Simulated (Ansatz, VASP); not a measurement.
**Sn in VASP and in Ansatz**

File INCAR:

```
SYSTEM = Sn
ALGO     = Normal         ! electronic algorithm
EDIFF    = 1E-7           ! SCF threshold, eV
EDIFFG   = -0.005         ! ionic threshold
ENCUT    = 600            ! plane-wave cutoff, eV
GGA      = PE             ! functional
IBRION   = 2              ! ionic algorithm
ISIF     = 3              ! what is computed and relaxed
ISMEAR   = -1             ! smearing method
LASPH    = .True.         ! aspherical terms in the spheres
LCHARG   = .False.        ! write CHGCAR
LREAL    = .False.        ! projectors in reciprocal space
LWAVE    = .False.        ! write WAVECAR
NELM     = 100            ! most SCF steps
NSW      = 45             ! ionic steps
PREC     = Accurate       ! precision mode
SIGMA    = 0.05           ! smearing width, eV
```

File KPOINTS:

```
k-points
0
Gamma
  15 15 15
  0 0 0
```

File POSCAR:

```
Sn
1.0
   -1.9040167084      1.9040167084      1.9040167084
    1.9040167084     -1.9040167084      1.9040167084
    1.9040167084      1.9040167084     -1.9040167084
Sn
1
Direct
    0.0000000000      0.0000000000      0.0000000000
```

Input for Ansatz:

```yaml
crystal:
  lattice:
    - [-1.9040167084, 1.9040167084, 1.9040167084]
    - [1.9040167084, -1.9040167084, 1.9040167084]
    - [1.9040167084, 1.9040167084, -1.9040167084]
  atoms:
    - { symbol: Sn, position: [0.0, 0.0, 0.0] }
kpoints:
  mp_grid: { grid: [15, 15, 15] }
scf:
  occupations: { method: fermi_dirac, width: 0.05 }
hamiltonian:
  xc: pbe
  pseudopotentials:
    kind: all_electron
    lapw: { basis_error: 0.0005 }
    relativity: none
output:
  forces: true
  stress: true
  eigenvalues: true
  populations: true
relax:
  f_tol: 0.005
  max_steps: 25
  cell: {}
```

Alike in both runs: task relaxation of cell and atoms; functional PBE; k mesh 15 × 15 × 15; occupations fermi-dirac, width 0.05 eV; no spin polarisation.

|  | VASP | Ansatz |
| --- | --- | --- |
| version | VASP 6.6.1 | Ansatz 0.2.0 |
| potentials or method | VASP PAW PBE potentials, release 64 (Sn_d), cutoff 600 eV | all-electron LAPW, non-relativistic |

VASP gave:

| Item | Value |
| --- | --- |
| relaxed volume (Å³/atom) | 27.58 |
| relaxed cell length with the largest relative difference (Å) | 3.297 |

Problem. What did Ansatz give for the same quantities?

Solution. Relaxed volume (Å³/atom): 27.43; relaxed cell length with the largest relative difference (Å): 3.290.

Ansatz ran all-electron here, and VASP with PAW potentials.
